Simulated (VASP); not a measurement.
Runs of VASP 6.6.1 on Cu. The structure is that of space group Fm-3m (No. 225), or close to it. The cells are those of the table. 

```tsv
cell	gap on the mesh (eV)	pressure (GPa)
a = 2.556, b = 2.569, c = 2.569 Å, angles 59.7, 60.2, 60.2°, 1 atom	none	-5.6
a = 2.556, b = 2.531, c = 2.531 Å, angles 60.7, 59.7, 59.7°, 1 atom	none	-1.2
a = 2.556, b = 2.608, c = 2.608 Å, angles 58.7, 60.7, 60.7°, 1 atom	none	-9.1
a = 2.556, b = 2.595, c = 2.595 Å, angles 59.0, 60.5, 60.5°, 1 atom	none	(b)
a = 2.556, b = 2.518, c = 2.518 Å, angles 61.0, 59.5, 59.5°, 1 atom	none	(a)
a = 2.556, b = 2.506, c = 2.506 Å, angles 61.3, 59.3, 59.3°, 1 atom	none	2.2
```

Alike in all rows: task single point; level r2SCAN; potentials or basis VASP PAW PBE potentials, release 64 (Cu); no spin polarisation; k mesh 22 × 22 × 22; cutoff (eV) 520; smearing gaussian 0.15 eV.

**Question.** Estimate the missing entries.

**Answer.** (a) 0.4; (b) -8.0.

Caveats: the PAW data sets were made with another functional, which shifts forces and pressure a little; the cell stands under tension (at least some runs).

A gap of «none» marks levels without a gap at the run's occupations.
